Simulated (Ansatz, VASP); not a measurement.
Two plane-wave programs on K

```
K
1.0
    -2.66995    2.66995    2.66995
     2.66995   -2.66995    2.66995
     2.66995    2.66995   -2.66995
K
1
Direct
  0.00000 0.00000 0.00000
```

Alike in both runs: task single point; functional r2SCAN; k mesh 8 × 8 × 8; occupations fermi-dirac, width 0.03 eV; no spin polarisation.

|  | VASP | Ansatz |
| --- | --- | --- |
| version | VASP 6.6.1 | Ansatz 0.2.0 |
| potentials or method | VASP PAW PBE potentials, release 64 (K_sv), cutoff 520 eV | plane waves (500 eV) with PAW, scalar-relativistic |
| valence electrons in the cell | 9 | 9 |

|  | VASP | Ansatz | Ansatz less VASP |
| --- | --- | --- | --- |
| pressure (GPa) | 0.0 | 0.0 | +0.02 |

VASP's potentials were made for PBE, not for r2SCAN. With one functional, cell and mesh, what is left measures potentials, basis and numerics.
